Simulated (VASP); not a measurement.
# Sn3O4 (P-1) in VASP: single point with PBEsol

Aim: the single point of Sn3O4 with PBEsol.

All numbers are computed with VASP 6.6.1; they aren't measurements. Logs are shortened: lines on timing, memory, paths and dates and some standing lists are left out, and cuts for length are marked.

### Step 1. The cell of the first run

The typed cell holds 14 atoms: a = 5.647 Å, b = 5.318 Å, c = 8.339 Å, α = 89.94°, β = 90.01°, γ = 90.11°.

### Step 2. Single point, PBEsol (atoms taken out, then relaxed in part)

INCAR

```
SYSTEM = Sn3O4
ALGO = Normal
EDIFF = 1E-7
ENCUT = 520
GGA = PS
ISIF = 2
ISMEAR = 0
ISYM = 0
LASPH = .TRUE.
LCHARG = .FALSE.
LREAL = .FALSE.
LWAVE = .FALSE.
NBANDS = 79
NELM = 80
PREC = Accurate
SIGMA = 0.1
```

KPOINTS

```
k-points
0
G
  3 3 2
  0 0 0
```

POSCAR

```
Sn3O4
1.0
    0.0051446892      5.6471192493     -0.0003097430
   -5.3176269259     -0.0051446892      0.0028222878
   -0.0049841416     -0.0005470040      8.3389001017
Sn O
6 8
Direct
    0.7500682162      0.4528886710      0.6662385258
    0.7495207813      0.0831492099      0.0005885758
    0.2502331956      0.5486096843      0.1661398431
    0.2508384081      0.9183876688      0.4999633161
    0.7501272714      0.4528999479      0.3344165650
    0.2502811198      0.5486487147      0.8343166436
    0.5183660605      0.2831644242      0.1767537312
    0.0190099049      0.7184821909      0.3236718141
    0.4821395085      0.7184924253      0.6765368769
    0.9812415202      0.2831508849      0.8241054374
    0.5182095784      0.2830456962      0.8240154242
    0.0191118865      0.7183836061      0.6764441133
    0.4819919896      0.7183434654      0.3238040271
    0.9813542862      0.2830242590      0.1768879161
```

Potentials or basis: VASP PAW PBE potentials, release 64 (Sn_d, O).

The run is started by

```console
$ cat potpaw_PBE.64/Sn_d/POTCAR potpaw_PBE.64/O/POTCAR > POTCAR
$ mpirun -np 1 vasp_std > vasp.out
```

OUTCAR:

```text
SYSTEM = Sn3O4
   EDIFF = 1E-7
   ENCUT = 520
   GGA = PS
   ISIF = 2
   ISMEAR = 0
   ISYM = 0
   LASPH = .TRUE.
   LREAL = .FALSE.
   NELM = 80
   PREC = Accurate

 ion  position               nearest neighbor table
   1  0.750  0.453  0.666-  10 2.06  11 2.06   9 2.07  12 2.07   5 2.77   6 3.19   6 3.19   2 3.41

   2  0.750  0.083  0.001-  10 2.24   7 2.24  14 2.24  11 2.24   1 3.41   5 3.41
   3  0.250  0.549  0.166-  13 2.06   8 2.06  14 2.07   7 2.07   6 2.77   5 3.19   5 3.19   4 3.41

   4  0.251  0.918  0.500-  12 2.24  13 2.24   8 2.24   9 2.24   6 3.41   3 3.41
   5  0.750  0.453  0.334-   7 2.06  14 2.06   8 2.07  13 2.07   1 2.77   3 3.19   3 3.19   2 3.41

   6  0.250  0.549  0.834-  12 2.06   9 2.06  11 2.07  10 2.07   3 2.77   1 3.19   1 3.19   4 3.41

   7  0.518  0.283  0.177-   5 2.06   3 2.07   2 2.24
   8  0.019  0.718  0.324-   3 2.06   5 2.07   4 2.24
   9  0.482  0.718  0.677-   6 2.06   1 2.07   4 2.24
  10  0.981  0.283  0.824-   1 2.06   6 2.07   2 2.24
  11  0.518  0.283  0.824-   1 2.06   6 2.07   2 2.24
  12  0.019  0.718  0.676-   6 2.06   1 2.07   4 2.24
  13  0.482  0.718  0.324-   3 2.06   5 2.07   4 2.24
  14  0.981  0.283  0.177-   5 2.06   3 2.07   2 2.24

IMPORTANT INFORMATION: All symmetrisations will be switched off!
NOSYMM: (Re-)initialisation of all symmetry stuff for point group C_1.

----------------------------------------------------------------------------------------

                                     Primitive cell

  volume of cell :     250.4108

  direct lattice vectors                    reciprocal lattice vectors
     0.005144689  5.647119249 -0.000309743    -0.000171317  0.177081595  0.000011514
    -5.317626926 -0.005144689  0.002822288    -0.188054035  0.000171317 -0.000112388
    -0.004984142 -0.000547004  8.338900102     0.000063640  0.000006520  0.119919931

  length of vectors
     5.647121601  5.317630164  8.338901609     0.177081678  0.188054146  0.119919948

  position of ions in fractional coordinates (direct lattice)
     0.750068216  0.452888671  0.666238526
     0.749520781  0.083149210  0.000588576
     0.250233196  0.548609684  0.166139843
     0.250838408  0.918387669  0.499963316
     0.750127271  0.452899948  0.334416565
     0.250281120  0.548648715  0.834316644
     0.518366061  0.283164424  0.176753731
     0.019009905  0.718482191  0.323671814
     0.482139508  0.718492425  0.676536877
     0.981241520  0.283150885  0.824105437
     0.518209578  0.283045696  0.824015424
     0.019111886  0.718383606  0.676444113
     0.481991990  0.718343465  0.323804027
     0.981354286  0.283024259  0.176887916

  ion indices of the primitive-cell ions
   primitive index   ion index
                 1           1
                 2           2
                 3           3
                 4           4
                 5           5
                 6           6
                 7           7
                 8           8
                 9           9
                10          10
                11          11
                12          12
                13          13
                14          14

----------------------------------------------------------------------------------------

 KPOINTS: k-points

Automatic generation of k-mesh.
 Grid dimensions read from file:
 generate k-points for:    3    3    2

 Generating k-lattice:

  Cartesian coordinates                     Fractional coordinates (reciprocal lattice)
    -0.000057106  0.059027198  0.000003838     0.333333333 -0.000000000  0.000000000
    -0.062684678  0.000057106 -0.000037463     0.000000000  0.333333333 -0.000000000
     0.000031820  0.000003260  0.059959965     0.000000000  0.000000000  0.500000000

  Length of vectors
     0.059027226  0.062684715  0.059959974

  Shift w.r.t. Gamma in fractional coordinates (k-lattice)
     0.000000000  0.000000000  0.000000000

 Subroutine IBZKPT returns following result:
 ===========================================

 Found     10 irreducible k-points:

 Following reciprocal coordinates:
            Coordinates               Weight
  0.000000  0.000000  0.000000      1.000000
  0.333333 -0.000000 -0.000000      2.000000
  0.000000  0.333333 -0.000000      2.000000
  0.333333  0.333333 -0.000000      2.000000
 -0.333333  0.333333 -0.000000      2.000000
  0.000000 -0.000000  0.500000      1.000000
  0.333333 -0.000000  0.500000      2.000000
  0.000000  0.333333  0.500000      2.000000
  0.333333  0.333333  0.500000      2.000000
 -0.333333  0.333333  0.500000      2.000000
   k-points           NKPTS =     10   k-points in BZ     NKDIM =     10   number of bands    NBANDS=     79
   number of dos      NEDOS =    301   number of ions     NIONS =     14
   total plane-waves  NPLWV = 107520
   dimension x,y,z NGX =    42 NGY =   40 NGZ =   64
   dimension x,y,z NGXF=    84 NGYF=   80 NGZF=  128
   ions per type =               6   8
   NGX,Y,Z   is equivalent  to a cutoff of  12.36, 12.51, 12.76 a.u.
   NGXF,Y,Z  is equivalent  to a cutoff of  24.73, 25.01, 25.52 a.u.
 SYSTEM =  Sn3O4
   PREC   = accura    normal or accurate (medium, high low for compatibility)
   ISTART =      0    job   : 0-new  1-cont  2-samecut
   ICHARG =      2    charge: 1-file 2-atom 10-const
   ISPIN  =      1    spin polarized calculation?
   LNONCOLLINEAR =      F non collinear calculations
   LSORBIT =      F    spin-orbit coupling
   LASPH  =      T    aspherical Exc in radial PAW
   ENCUT  =  520.0 eV  38.22 Ry    6.18 a.u.  10.50  9.89 15.50*2*pi/ulx,y,z
   NELM   =     80;   NELMIN=  2; NELMDL= -5     # of ELM steps
   EDIFF  = 0.1E-06   stopping-criterion for ELM
   LREAL  =      F    real-space projection
   EDIFFG = 0.1E-05   stopping-criterion for IOM
   NSW    =      0    number of steps for IOM
   IBRION =     -1    ionic relax: 0-MD 1-quasi-New 2-CG
   NFREE  =      0    steps in history (QN), initial steepest desc. (CG)
   ISIF   =      2    stress and relaxation
   ISYM   =      0    0-nonsym 1-usesym 2-fastsym
   POTIM  = 0.5000    time-step for ionic-motion
   TEBEG  =    0.0;   TEEND  =   0.0 temperature during run
   PSTRESS=    0.0 pullay stress
   NELECT =     132.0000    total number of electrons
   NUPDOWN=      -1.0000    fix difference up-down
   EMIN   =  10.00;   EMAX   =-10.00  energy-range for DOS
   EFERMI =   0.00;   METHOD = LEGACY
   ISMEAR =     0;   SIGMA  =   0.10  broadening in eV -4-tet -1-fermi 0-gaus
   EFERMI_NEDOS =   21; number of points for ismear=-14 and -15
   IALGO  =     38    algorithm
   IMIX   =      4    mixing-type and parameters
     AMIX     =   0.40;   BMIX     =  1.00
     AMIX_MAG =   1.60;   BMIX_MAG =  1.00
  volume/ion in A,a.u.               =      17.89       120.70
  Fermi-wavevector in a.u.,A,eV,Ry     =   1.322458  2.499083 23.795152  1.748894
  Thomas-Fermi vector in A             =   2.452137
   LORBIT       =      0    0 simple, 1 ext, 2 COOP (PROOUT), +10 PAW based schemes
   GGA     = PS    functional components
   LHFCALC =     F    Hartree Fock is set to
   AEXX    =    0.0000 exact exchange contribution
   IVDW    =     0    specifies the selected vdW correction
   LEPSILON=     F    determine dielectric tensor
   LRPA    =     F    only Hartree local field effects (RPA)
 non-spin polarized calculation
 Gauss-broadening in eV      SIGMA  =   0.10
  energy-cutoff  :      520.00
  volume of cell :      250.41
 maximum number of plane-waves:      6762
 NGX is ok and might be reduce to    42
   NGX = 21   NGY = 19   NGZ = 31

 number of electron     132.0000072 magnetization

 Free energy of the ion-electron system (eV)
  ---------------------------------------------------
  ext. energy  EPLUGINS =         0.00000000
  ---------------------------------------------------
  free energy    TOTEN  =       -85.14038431 eV

  energy without entropy =      -85.14038431  energy(sigma->0) =      -85.14038431

 E-fermi :   4.9694     XC(G=0):  -9.7617

 val. band max:        4.5223560662   @ k =   0.0000   0.0000   0.0000
 cond. band min:       5.4900196635   @ k =   0.0000   0.0000   0.0000
 fundamental gap:      0.9676635973
 Fermi energy:         4.9693569383

 k-point     1 :       0.0000    0.0000    0.0000
  band No.  band energies     occupation
      1     -17.0914      2.00000
      2     -17.0392      2.00000
      3     -16.8553      2.00000
      4     -16.8362      2.00000
      5     -16.7697      2.00000
      6     -16.7570      2.00000
[... 70 lines left out ...]
     77      10.4444      0.00000
     78      10.8469      0.00000

 k-point     2 :       0.3333   -0.0000   -0.0000
  band No.  band energies     occupation
      1     -17.0256      2.00000
      2     -16.9642      2.00000
      3     -16.8993      2.00000
      4     -16.8442      2.00000
      5     -16.8036      2.00000
      6     -16.7928      2.00000
[... 70 lines left out ...]
     77      10.4909      0.00000
     78      10.6127      0.00000
[... 565 lines left out ...]
     77      10.5704      0.00000
     78      10.5706      0.00000

 k-point    10 :      -0.3333    0.3333    0.5000
  band No.  band energies     occupation
      1     -17.0007      2.00000
      2     -17.0002      2.00000
      3     -16.8483      2.00000
      4     -16.8478      2.00000
      5     -16.8103      2.00000
      6     -16.8098      2.00000
[... 70 lines left out ...]
     77      10.5744      0.00000
     78      10.5760      0.00000
 [bands above 78 left out]

------------------------ aborting loop because EDIFF is reached ----------------------------------------

  FORCE on cell =-STRESS in cart. coord.  units (eV):
  Direction    XX          YY          ZZ          XY          YZ          ZX
  --------------------------------------------------------------------------------------
  -------------------------------------------------------------------------------------
  Total        0.3405309      0.5954421      0.1844889     -0.0042749      0.0019621      0.0028388
  in kB        2.1787831      3.8097551      1.1803962     -0.0273515      0.0125541      0.0181632
  external PRESSURE =       2.3896448 kB  Pullay stress =       0.0000000 kB

 VOLUME and BASIS-vectors are now :
 -----------------------------------------------------------------------------
  energy-cutoff  :      520.00
  volume of cell :      250.41
      direct lattice vectors                 reciprocal lattice vectors
     0.005144689  5.647119249 -0.000309743    -0.000171317  0.177081595  0.000011514
    -5.317626926 -0.005144689  0.002822288    -0.188054035  0.000171317 -0.000112388
    -0.004984142 -0.000547004  8.338900102     0.000063640  0.000006520  0.119919931

 POSITION                                       TOTAL-FORCE (eV/Angst)
 -----------------------------------------------------------------------------------
     -2.40775      4.23303      5.55674         0.023288     -0.001157     -0.067756
     -0.43830      4.23221      0.00491         0.072621      0.000333     -0.000161
     -2.91684      1.41018      1.38689        -0.023466      0.000731     -0.067383
     -4.88484      1.41152      4.17166        -0.072628     -0.000422      0.000059
     -2.40616      4.23355      2.78971         0.023327     -0.000769      0.067665
     -2.92038      1.41009      6.95875        -0.023433      0.001172      0.067671
     -1.50398      2.92572      1.47457         0.035295     -0.011186     -0.025217
     -3.82214      0.10348      2.70109        -0.034745     -0.011403      0.025388
     -3.82157      2.71863      5.64345        -0.035080      0.010802     -0.024768
     -1.50475      5.53928      6.87263         0.033734      0.011684      0.024435
     -1.50657      2.92448      6.87202         0.035237     -0.010686      0.024862
     -3.82337      0.10386      5.64282        -0.033617     -0.011680     -0.024241
     -3.81902      2.71799      2.70205        -0.035346      0.011360      0.025068
     -1.50085      5.54027      1.47555         0.034813      0.011219     -0.025621
 -----------------------------------------------------------------------------------
    total drift:                                0.001266     -0.000838      0.000178

  FREE ENERGIE OF THE ION-ELECTRON SYSTEM (eV)
  ---------------------------------------------------
  free  energy   TOTEN  =       -85.1403843112 eV

  energy  without entropy=      -85.1403843112  energy(sigma->0) =      -85.14038431
```

Run time: 10 min. Hardware: 1 thread of Intel Xeon 8259CL, shared host; peak memory 0.37 GiB.

Results:

| Quantity | Value |
| --- | --- |
| Free energy | -85.1404 eV |
| Pressure | 0.2 GPa |
| Largest force | 0.073 eV/Å |
| Band gap on the k mesh | 0.97 eV |

Forces on the atoms (eV/Å):
```
Sn   0.023 -0.001 -0.068
Sn   0.073  0.000  0.000
Sn  -0.023  0.001 -0.067
Sn  -0.073  0.000  0.000
Sn   0.023 -0.001  0.068
Sn  -0.023  0.001  0.068
O    0.035 -0.011 -0.025
O   -0.035 -0.011  0.025
O   -0.035  0.011 -0.025
O    0.034  0.012  0.024
O    0.035 -0.011  0.025
O   -0.034 -0.012 -0.024
O   -0.035  0.011  0.025
O    0.035  0.011 -0.026
```

Caveat: the cell differs from its parent crystal (atoms taken out, then relaxed in part); the PAW data sets were made with another functional, which shifts forces and pressure a little; spin-orbit coupling is left out, which moves the levels of the heavy elements.
